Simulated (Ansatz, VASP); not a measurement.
## GaP: VASP beside Ansatz

```
Ga P
1.0
     0.00000    2.64052    2.64052
     2.64052    0.00000    2.64052
     2.64052    2.64052    0.00000
Ga P
1 1
Direct
  0.00000 0.00000 0.00000
  0.25000 0.25000 0.25000
```

Change from the starting cell: volume scaled by 0.94, PAW files.

Alike in both runs: task single point; functional LDA; k mesh 13 × 13 × 13; occupations fermi-dirac, width 0.1 eV; no spin polarisation.

```csv
,VASP,Ansatz
version,VASP 6.6.1,Ansatz 0.2.0
potentials or method,"VASP PAW LDA potentials, release 64 (Ga_d, P)","PAW with Ansatz's default frozen-core files, scalar-relativistic"
plane-wave cutoff (eV),520,420
valence electrons in the cell,18,18
```

|  | VASP | Ansatz | Ansatz less VASP |
| --- | --- | --- | --- |
| pressure (GPa) | 6.5 | 6.4 | -0.14 |

LDA's correlation is that of Perdew and Zunger in VASP and of Perdew and Wang (1992) in Ansatz.
